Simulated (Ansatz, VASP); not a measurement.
# HfO2 in VASP and in Ansatz

The input INCAR:

```
SYSTEM = HfO2
ALGO     = Normal         ! electronic algorithm
EDIFF    = 1E-6           ! SCF threshold, eV
ENCUT    = 600            ! plane-wave cutoff, eV
GGA      = PE             ! functional
GGA_COMPAT= .False.      
ISIF     = 2              ! what is computed and relaxed
ISMEAR   = 0              ! smearing method
LASPH    = .True.         ! aspherical terms in the spheres
LCHARG   = .True.         ! write CHGCAR
LELF     = .True.         ! ELF
LREAL    = .False.        ! projectors in reciprocal space
LVHAR    = .True.       
LWAVE    = .False.        ! write WAVECAR
NBANDS   = 18             ! bands
NELM     = 120            ! most SCF steps
PREC     = Accurate       ! precision mode
SIGMA    = 0.02           ! smearing width, eV
```

File KPOINTS:

```
k-points
0
Gamma
  4 4 4
  0 0 0
```

The input POSCAR:

```
HfO2
1.0
    0.0000000000      2.5575000000      2.5575000000
    2.5575000000      0.0000000000      2.5575000000
    2.5575000000      2.5575000000      0.0000000000
Hf O
1 2
Direct
    0.0000000000      0.0000000000      0.0000000000
    0.2500000000      0.2500000000      0.2500000000
    0.7500000000      0.7500000000      0.7500000000
```

Input for Ansatz:

```yaml
crystal:
  lattice:
    - [0.0, 2.5575, 2.5575]
    - [2.5575, 0.0, 2.5575]
    - [2.5575, 2.5575, 0.0]
  atoms:
    - { symbol: Hf, position: [0.0, 0.0, 0.0] }
    - { symbol: O, position: [0.25, 0.25, 0.25] }
    - { symbol: O, position: [0.75, 0.75, 0.75] }
basis:
  ecutwfc: 420
kpoints:
  mp_grid: { grid: [4, 4, 4] }
hamiltonian:
  xc: pbe
scf:
  occupations: { method: gaussian, width: 0.02 }
output:
  forces: true
  stress: true
  eigenvalues: true
```

Alike in both runs: task single point; functional PBE; k mesh 4 × 4 × 4; occupations gaussian, width 0.02 eV; no spin polarisation.

|  | VASP | Ansatz |
| --- | --- | --- |
| version | VASP 6.6.1 | Ansatz 0.2.0 |
| potentials or method | VASP PAW PBE potentials, release 64 (Hf_pv, O), cutoff 600 eV | scalar-relativistic, plane waves, PAW |
| valence electrons in the cell | 22 | 38 |

|  | VASP | Ansatz | Ansatz less VASP |
| --- | --- | --- | --- |
| gap on the k mesh at the Fermi level (eV) | 3.73 | 3.72 | -0.010 |
| least direct gap on the mesh (eV) | 3.73 | 3.72 | -0.010 |
| pressure (GPa) | -6.2 | -2.5 | +3.75 |

VASP's potentials hold 22 valence electrons a cell and Ansatz's 38, so a difference there can come from the potentials and not from the codes.

The k mesh is coarse, so the values compare programs but aren't converged. Spin-orbit coupling is off throughout.
